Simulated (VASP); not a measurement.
Here is a VASP 6.6.1 calculation.

The input INCAR:

```
PREC = Accurate
ENCUT = 520
EDIFF = 1E-6
ISMEAR = -1
SIGMA = 0.05
LREAL = F
LASPH = T
NELM = 100
ALGO = Normal
ISIF = 2
LWAVE = F
LCHARG = T
GGA = PS
LELF = T
LVHAR = T
NBANDS = 16
```

Contents of KPOINTS:

```
Automatic mesh
0
Gamma
  7 7 6
```

Contents of POSCAR:

```
CaI
1.0
    3.9594162197      0.0000000000      0.0000000000
   -1.9797081099      3.4289550304      0.0000000000
    0.0000000000      0.0000000000      4.3624169298
I Ca
1 1
Direct
    0.6666666667      0.3333333333      0.0000000000
    0.0000000000      0.0000000000      0.5000000000
```

Potentials or basis: VASP PAW PBE potentials, release 64 (I, Ca_sv).

Run with:

```console
$ cat potpaw_PBE.64/I/POTCAR potpaw_PBE.64/Ca_sv/POTCAR > POTCAR
$ mpirun -np 1 vasp_std > vasp.out
```

Task: Predict the pressure.

Result: 2.1 GPa.

Caveat: the PAW data sets were made with another functional, which shifts forces and pressure a little; an odd number of electrons without spin polarisation forces a metal; a magnetic or distorted state may lie lower.
